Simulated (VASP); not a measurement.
A run of VASP 6.6.1:

The input POSCAR:

```
Li
1.0
    3.1110021516      0.0000000000      0.0000000000
   -1.5555010758      2.6942068945      0.0000000000
    0.0000000000      0.0000000000      5.0930000000
Li
2
Direct
    0.3871112649      0.7060348449      0.2500000000
    0.6666666667      0.3333333333      0.7500000000
```

File INCAR.step1:

```
PREC = Accurate ; ENCUT = 520
ISMEAR = 0 ; SIGMA = 0.15
LREAL = F ; LASPH = T
NELM = 100 ; NBANDS = 10
GGA = PE ; ALGO = Normal
EDIFF = 1E-4 ; LWAVE = T
LCHARG = F
```

File INCAR.step2:

```
PREC = Accurate ; ENCUT = 520
EDIFF = 1E-7 ; ISMEAR = 0
SIGMA = 0.15 ; LREAL = F
LASPH = T ; NELM = 100
ALGO = Normal ; ISIF = 2
LWAVE = F ; LCHARG = T
METAGGA = R2SCAN ; LMIXTAU = T
LELF = T ; LVHAR = T
NBANDS = 10 ; ISTART = 1
```

The input KPOINTS:

```
Automatic mesh
0
Gamma
  18 18 10
```

Potentials or basis: VASP PAW PBE potentials, release 64 (Li_sv).

Command:

```console
$ cat potpaw_PBE.64/Li_sv/POTCAR > POTCAR
$ cp INCAR.step1 INCAR
$ mpirun -np 1 vasp_std > vasp.out
$ cp INCAR.step2 INCAR
$ mpirun -np 1 vasp_std > vasp.out
```

Hardware: 1 thread of Intel Xeon 8259CL, on a shared host.

**Question.** Estimate the wall time of this run.

**Answer.** Wall time 38 min on 1 thread of Intel Xeon 8259CL, with other jobs on the host, peak memory 0.43 GiB. Counts: k points 984.
